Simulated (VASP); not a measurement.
Wanted: the native input for a VASP 6.6.1 run.

```
Task                   : single point
Functional             : PBE
Potentials or basis    : VASP PAW PBE potentials, release 64 (Ca_sv, O)
Cutoff                 : 520 eV
k mesh                 : 8 × 8 × 8
Occupations            : fermi-dirac, width 0.02 eV
Spin                   : no spin polarisation
Dipole correction      : no
Further INCAR settings : ALGO = Normal; EDIFF = 1e-06; NBANDS = 15
```

The structure of CaO lies in POSCAR:

```
CaO
1.0
    3.0611435324      0.0000000000      0.0000000000
    0.0000000000      3.0611435324      0.0000000000
    0.0000000000      0.0000000000      3.0611435324
Ca O
1 1
Direct
    0.0000000000      0.0000000000      0.0000000000
    0.5000000000      0.5000000000      0.5000000000
```

This cell differs from its parent crystal: strain +5.4%.

One way to write it, as run:

INCAR

```
SYSTEM = CaO
PREC = Accurate
ENCUT = 520
EDIFF = 1E-6
ISMEAR = -1
SIGMA = 0.02
LREAL = .False.
LASPH = .True.
NELM = 60
ALGO = Normal
ISIF = 2
LWAVE = .False.
LCHARG = .False.
GGA = PE
NBANDS = 15
```

KPOINTS

```
regular mesh
0
Gamma
  8 8 8
  0 0 0
```

Potentials or basis: VASP PAW PBE potentials, release 64 (Ca_sv, O).

Launch:

```console
$ cat potpaw_PBE.64/Ca_sv/POTCAR potpaw_PBE.64/O/POTCAR > POTCAR
$ mpirun -np 1 vasp_std > vasp.out
```

Results of the run:

```yaml
Pressure: -10.0 GPa
Band_gap_on_the_k_mesh: 2.77 eV, indirect (least direct gap 3.08 eV)
```

Caveat: the cell differs from its parent crystal (strain +5.4%).

It took 7.9 s on 1 thread of AMD EPYC 9R14 (Zen 4), on a shared host, peak memory 0.11 GiB.
